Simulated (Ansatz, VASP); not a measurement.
Two plane-wave programs on GaSb3

INCAR

```
SYSTEM = GaSb3
PREC = Accurate
ENCUT = 520
EDIFF = 1E-6
ISMEAR = 0
SIGMA = 0.15
LREAL = .False.
LASPH = .True.
NELM = 60
ALGO = Normal
ISIF = 2
LWAVE = .False.
LCHARG = .False.
GGA = PS
NBANDS = 22
```

Contents of KPOINTS:

```
Automatic mesh
0
Gamma
  10 10 10
  0 0 0
```

File POSCAR:

```
GaSb3
1.0
    0.0000000000      3.5817773716      3.8808557821
    3.5817773716      0.0000000000      3.8808557821
    3.5817773716      3.5817773716      0.0000000000
Ga Sb
1 3
Direct
    0.0000000000      0.0000000000      0.0000000000
    0.2500000000      0.2500000000      0.2500000000
    0.7500000000      0.7500000000      0.7500000000
    0.5000000000      0.5000000000      0.5000000000
```

Input for Ansatz:

```yaml
crystal:
  lattice:
    - [0.0, 3.5817773716, 3.8808557821]
    - [3.5817773716, 0.0, 3.8808557821]
    - [3.5817773716, 3.5817773716, 0.0]
  atoms:
    - { symbol: Ga, position: [0.0, 0.0, 0.0] }
    - { symbol: Sb, position: [0.25, 0.25, 0.25] }
    - { symbol: Sb, position: [0.75, 0.75, 0.75] }
    - { symbol: Sb, position: [0.5, 0.5, 0.5] }
basis:
  ecutwfc: 420
kpoints:
  mp_grid: { grid: [10, 10, 10] }
hamiltonian:
  xc: pbesol
  pseudopotentials: { kind: paw, azcp: { folder: soft_1 } }
scf:
  occupations: { method: gaussian, width: 0.15 }
output:
  forces: true
  stress: true
  eigenvalues: true
```

Alike in both runs: task single point; functional PBEsol; k mesh 10 × 10 × 10; occupations gaussian, width 0.15 eV; no spin polarisation.

```csv
,VASP,Ansatz
version,VASP 6.6.1,Ansatz 0.2.0
potentials or method,"VASP PAW PBE potentials, release 64 (Ga_d, Sb), cutoff 520 eV","scalar-relativistic, plane waves, PAW"
valence electrons in the cell,28,58
```

|  | VASP | Ansatz | Ansatz less VASP |
| --- | --- | --- | --- |
| gap on the k mesh at the Fermi level (eV) | none | none | - |
| pressure (GPa) | -1.3 | -1.3 | +0.01 |
| traceless stress, the component that is largest in VASP (GPa) | -1.45 | -1.44 | +0.006 |

VASP's potentials were made for PBE, not for PBEsol, and Ansatz warns of the same on its side. A gap of «none» marks a metal or a gap that the smearing closes. VASP's potentials hold 28 valence electrons a cell and Ansatz's 58, so a difference there can come from the potentials and not from the codes.

Spin-orbit coupling is off throughout.
